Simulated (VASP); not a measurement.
Pb, 2 atoms in the cell. It takes space group Fd-3m (No. 227, cubic). Conventional cell: a = 7.043 Å, b = 7.043 Å, c = 7.043 Å, α = 90.00°, β = 90.00°, γ = 90.00°. Pb (site symmetry -43m) has 4 Pb at 3.05 Å within 4.0 Å.  This cell differs from its parent crystal: volume scaled by 0.96.

```yaml
Program: VASP 6.6.1
Task: single point
Functional: revPBE
Potentials_or_basis: VASP PAW PBE potentials, release 64 (Pb_d)
Cutoff: 520 eV
k_mesh: 9 × 9 × 9
Occupations: fermi-dirac, width 0.1 eV
Spin: no spin polarisation
Dipole_correction: no
Further_INCAR_settings: ALGO = Normal; EDIFF = 1e-06; NBANDS = 21
```

Potentials or basis: VASP PAW PBE potentials, release 64 (Pb_d).

The run is started by

```sh
$ cat potpaw_PBE.64/Pb_d/POTCAR > POTCAR
$ mpirun -np 1 vasp_std > vasp.out
```

Hardware: 1 thread of Intel(R) Xeon(R) 6975P-C (Granite Rapids), on a shared host.

Q: Estimate the wall time of this run.

A: Wall time 32 s on 1 thread of Intel(R) Xeon(R) 6975P-C (Granite Rapids), on a shared host, peak memory 0.25 GiB. Counts: scf iterations 13, k points 35.
